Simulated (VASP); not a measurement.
Input of a VASP 6.6.1 run:

Contents of INCAR:

```
SYSTEM = Ti
ALGO = Fast
EDIFF = 1E-6
ENCUT = 520
ISIF = 2
ISMEAR = 0
LASPH = .True.
LCHARG = .True.
LELF = .True.
LREAL = .False.
LVHAR = .True.
LWAVE = .False.
NBANDS = 19
NELM = 80
PREC = Accurate
SIGMA = 0.1
```

File KPOINTS:

```
k-points
0
Gamma
  15 15 8
  0 0 0
```

Contents of POSCAR:

```
Ti
1.0
    2.8656338610      0.0000000000      0.0000000000
   -1.4328169305      2.4817117216      0.0000000000
    0.0000000000      0.0000000000      4.5275912432
Ti
2
Direct
    0.3333333333      0.6666666667      0.2500000000
    0.6666666667      0.3333333333      0.7500000000
```

Potentials or basis: VASP PAW LDA potentials, release 64 (Ti_sv).

Command:

```bash
$ cat potpaw_LDA.64/Ti_sv/POTCAR > POTCAR
$ mpirun -np 1 vasp_std > vasp.out
```

Question: Estimate the pressure.

Answer: -0.4 GPa.

Question: Predict the band gap on the k mesh.

Answer: Zero (band 12 reaches 9.73 eV, above the bottom of band 13 at 8.66 eV).
